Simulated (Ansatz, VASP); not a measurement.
One calculation of Pt, two programs

```xyz
2
Lattice="3.1723 0.0000 0.0000 -1.5862 2.6279 0.0000 0.0000 0.0000 4.7814" Properties=species:S:1:pos:R:3 pbc="T T T"
Pt    1.5862    0.8760    3.5860
Pt    0.0000    1.7519    1.1953
```

Change from the starting cell: normal strain along x +0.1500, normal strain along y +0.1000.

Alike in both runs: task single point; functional PBE; k mesh 18 × 18 × 10; occupations gaussian, width 0.15 eV; no spin polarisation.

|  | VASP | Ansatz |
| --- | --- | --- |
| version | VASP 6.6.1 | Ansatz 0.2.0 |
| potentials or method | VASP PAW PBE potentials, release 64 (Pt), cutoff 520 eV | scalar-relativistic, plane waves, PAW |
| valence electrons in the cell | 20 | 36 |

```csv
,VASP,Ansatz,Ansatz less VASP
gap on the k mesh at the Fermi level (eV),none,none,-
pressure (GPa),-29.0,-28.9,+0.14
"traceless stress, the component that is largest in VASP (GPa)",-0.75,-0.76,-0.010
rms of the force components (eV/Å),0.012,0.013,+0.0003
```

Atom by atom the forces differ by 0.000 eV/Å (rms over components). A gap of «none» marks a metal or a gap that the smearing closes. Both programs put the cell under strong tension, so it lies far from rest at this level. VASP's potentials hold 20 valence electrons a cell and Ansatz's 36, so a difference there can come from the potentials and not from the codes.

Neither program's run includes spin-orbit coupling.
